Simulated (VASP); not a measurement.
BN: single point with PBE

BN:

```xyz
4
Lattice="2.4842 0.0000 0.0000 -1.2421 2.1514 0.0000 0.0000 0.0000 4.1133" Properties=species:S:1:pos:R:3 pbc="T T T"
B     1.2421    0.7171    0.0000
B     0.0000    1.4343    2.0566
N     1.2421    0.7171    1.5425
N     0.0000    1.4343    3.5991
```

```yaml
Program: VASP 6.6.1
Task: single point
Functional: PBE
Potentials_or_basis: VASP PAW PBE potentials, release 64 (B, N)
Cutoff: 600 eV
k_mesh: 8 × 8 × 4
Occupations: gaussian, width 0.01 eV
Spin: no spin polarisation
Dipole_correction: no
Further_INCAR_settings: ALGO = Normal; EDIFF = 1e-06; NBANDS = 16
```

| Quantity | Value |
| --- | --- |
| Pressure | 35.9 GPa |
| Largest force | 0.118 eV/Å |
| Band gap on the k mesh | 5.44 eV, indirect (least direct gap 8.66 eV) |

Forces in eV/Å, atoms in the order of the input:
```
B    0.000  0.000  0.118
B    0.000  0.000  0.118
N    0.000  0.000 -0.118
N    0.000  0.000 -0.118
```

Stress tensor (GPa, compression positive):
```
36.31  0.00  0.00
 0.00 36.31  0.00
 0.00  0.00 35.13
```

Levels at points of the mesh, in eV from the valence-band top:
```csv
k point,band 6,band 7,band 8,band 9,band 10,band 11
"(0.00, 0.00, 0.00)",-0.27,0.00,0.00,8.69,8.69,8.96
"(0.50, 0.00, 0.00)",-5.35,-4.76,-2.28,6.99,8.20,11.04
"(0.00, 0.00, 0.50)",-1.26,-1.26,-1.26,10.19,10.19,10.34
"(0.50, 0.00, 0.50)",-4.06,-3.80,-3.80,6.86,6.86,10.53
```

Wall time 16 s on 1 thread of AMD EPYC 7R43 64-Core Processor (Zen 3) (shared host), peak memory 0.1 GiB.

A k mesh can miss the band edges.
